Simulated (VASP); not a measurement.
Set up this calculation in VASP 6.6.1, as the native input.

```yaml
Task: single point
Functional: r2SCAN
Potentials_or_basis: VASP PAW PBE potentials, release 64 (Na_pv, H)
Cutoff: 520 eV
k_mesh: 8 × 8 × 8
Occupations: gaussian, width 0.01 eV
Spin: no spin polarisation
Dipole_correction: no
Further_INCAR_settings: ALGO = Normal; EDIFF = 1e-06; NBANDS = 11
```

Crystal: NaH.

```
CELL_PARAMETERS angstrom
2.29707 2.29707 0.00000
-2.29707 2.29707 0.00000
0.00000 2.29707 2.29707
ATOMIC_POSITIONS crystal
Na 0.00000 0.00000 0.00000
H 0.50000 0.50000 0.00000
```

One way to write it, as run:

POSCAR

```
NaH
1.0
    2.2970685631      2.2970685631      0.0000000000
   -2.2970685631      2.2970685631      0.0000000000
    0.0000000000      2.2970685631      2.2970685631
Na H
1 1
Direct
    0.0000000000      0.0000000000      0.0000000000
    0.5000000000      0.5000000000      0.0000000000
```

INCAR.step1

```
  ALGO = Normal
  EDIFF = 1E-4
  ENCUT = 520
  GGA = PE
  ISMEAR = 0
  LASPH = True
  LCHARG = False
  LREAL = False
  LWAVE = True
  NBANDS = 11
  NELM = 60
  PREC = Accurate
  SIGMA = 0.01
```

INCAR.step2

```
  ALGO = Normal
  EDIFF = 1E-6
  ENCUT = 520
  ISIF = 2
  ISMEAR = 0
  ISTART = 1
  LASPH = True
  LCHARG = False
  LMIXTAU = True
  LREAL = False
  LWAVE = False
  METAGGA = R2SCAN
  NBANDS = 11
  NELM = 60
  PREC = Accurate
  SIGMA = 0.01
```

KPOINTS

```
k-points
0
Gamma
  8 8 8
```

Potentials or basis: VASP PAW PBE potentials, release 64 (Na_pv, H).

The run is started by

```sh
$ cat potpaw_PBE.64/Na_pv/POTCAR potpaw_PBE.64/H/POTCAR > POTCAR
$ cp INCAR.step1 INCAR
$ mpirun -np 1 vasp_std > vasp.out
$ cp INCAR.step2 INCAR
$ mpirun -np 1 vasp_std > vasp.out
```

Results of the run:

```json
{
  "Pressure": "3.5 GPa",
  "Band gap on the k mesh": "4.65 eV, indirect (least direct gap 5.55 eV)"
}
```

Caveat: the PAW data sets were made with another functional, which shifts forces and pressure a little.

Run time: 9.3 s on 1 thread of Intel(R) Xeon(R) 6975P-C (Granite Rapids), on a shared host, peak memory 0.13 GiB.
